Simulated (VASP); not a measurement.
Runs of VASP 6.6.1 on W. The structure is that of space group Fm-3m (No. 225), or close to it. The cells are those of the table. 

```csv
task,cell,k mesh,cutoff (eV),gap on the mesh (eV),pressure (GPa),relaxed volume (Å³/atom)
single point,"a = 2.871 Å, angles 60.0°, 1 atom",8 × 8 × 8,500,none,(a),-
single point,"a = 2.829 Å, angles 60.0°, 1 atom",8 × 8 × 8,500,none,(b),-
single point,"a = 2.827 Å, angles 60.0°, 1 atom",18 × 18 × 18,520,none,0.6,-
relaxation of cell and atoms,"relaxed from a = 2.829 Å, angles 60.0°, 1 atom",18 × 18 × 18,600,none,0.0,16.02
relaxation of cell and atoms,"relaxed from a = 2.871 Å, angles 60.0°, 1 atom",8 × 8 × 8,500,none,-0.1,16.05
```

Alike in all rows: level PBEsol; potentials or basis VASP PAW PBE potentials, release 64 (W_sv); no spin polarisation; smearing gaussian 0.1 eV.

Q: Estimate the missing entries.

A: (a) -11.8; (b) 0.7.

Caveats: the PAW data sets were made with another functional, which shifts forces and pressure a little; spin-orbit coupling is left out, which moves the levels of the heavy elements.

A k mesh can miss the band edges, and the runs leave out spin-orbit coupling on W.

A gap of «none» marks levels without a gap at the run's occupations.
